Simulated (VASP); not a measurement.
Wanted: the native input for a VASP 6.6.1 run.

| Item | Value |
| --- | --- |
| Task | single point |
| Functional | PBEsol |
| Potentials or basis | VASP PAW PBE potentials, release 64 (In_d, Se) |
| Cutoff | 520 eV |
| k mesh | 6 × 7 × 3 |
| Occupations | gaussian, width 0.05 eV |
| Spin | no spin polarisation |
| Dipole correction | no |
| Further INCAR settings | ALGO = Normal; EDIFF = 1e-07; NBANDS = 48 |

The structure of InSe lies in POSCAR:

```
InSe
1.0
    1.6051187225      0.0000000000     -4.2720903381
    0.0000000000      4.1105485099      0.0000000000
   11.4288291685      0.0000000000      0.8438282878
In Se
4 4
Direct
    0.5481066044      0.0000000000      0.3858026583
   -0.3518933956      0.5000000000      0.8858026583
   -0.3481066044      0.0000000000      0.6141973417
    0.5518933956      0.5000000000      0.1141973417
   -0.1065425263      0.0000000000      0.1547212196
   -0.0065425263      0.5000000000      0.6547212196
    0.3065425263      0.0000000000      0.8452787804
    0.2065425263      0.5000000000      0.3452787804
```

This cell differs from its parent crystal: the part above a cut slid along it.

One way to write it, as run:

INCAR

```
SYSTEM = InSe
ALGO = Normal
EDIFF = 1E-7
ENCUT = 520
GGA = PS
ISIF = 2
ISMEAR = 0
LASPH = .TRUE.
LCHARG = .FALSE.
LREAL = .FALSE.
LWAVE = .FALSE.
NBANDS = 48
NELM = 60
PREC = Accurate
SIGMA = 0.05
```

KPOINTS

```
k-points
0
G
  6 7 3
  0 0 0
```

Potentials or basis: VASP PAW PBE potentials, release 64 (In_d, Se).

Launch:

```console
$ cat potpaw_PBE.64/In_d/POTCAR potpaw_PBE.64/Se/POTCAR > POTCAR
$ mpirun -np 1 vasp_std > vasp.out
```

Results of the run:

```json
{
  "Pressure": "1.4 GPa",
  "Largest force": "2.013 eV/Å",
  "Band gap on the k mesh": "0.54 eV (least direct gap 1.03 eV)"
}
```

Caveat: the cell differs from its parent crystal (the part above a cut slid along it); the stress differs along the axes, from -1 to 4 GPa; semilocal functionals underestimate gaps, and a narrow one can read as zero; the PAW data sets were made with another functional, which shifts forces and pressure a little; spin-orbit coupling is left out, which moves the levels of the heavy elements.

Wall time 14 min on 1 thread of Oxide Virtual Turin-like Processor, with other jobs on the host, peak memory 0.46 GiB.
